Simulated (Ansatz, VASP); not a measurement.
# Si: VASP beside Ansatz

```xyz
2
Lattice="0.0000 2.7350 2.7350 2.7350 0.0000 2.7350 2.7350 2.7350 0.0000" Properties=species:S:1:pos:R:3 pbc="T T T"
Si    0.0000    0.0000    0.0000
Si    1.3675    1.3675    1.3675
```

Alike in both runs: task single point; functional r2SCAN; k mesh 6 × 6 × 6; occupations fermi-dirac, width 0.02 eV; no spin polarisation.

|  | VASP | Ansatz |
| --- | --- | --- |
| version | VASP 6.6.1 | Ansatz 0.2.0 development build |
| potentials or method | VASP PAW PBE potentials, release 64 (Si), cutoff 550 eV | plane waves, all-electron PAW datasets generated for the crystal |

VASP gave:

| Quantity | Value |
| --- | --- |
| gap on the k mesh at the Fermi level (eV) | 0.95 |

Problem. What did Ansatz give for the same quantities?

Solution. gap on the k mesh at the Fermi level (eV): 0.94.

VASP's potentials were made for PBE, not for r2SCAN. Ansatz ran all-electron here, and VASP with PAW potentials.
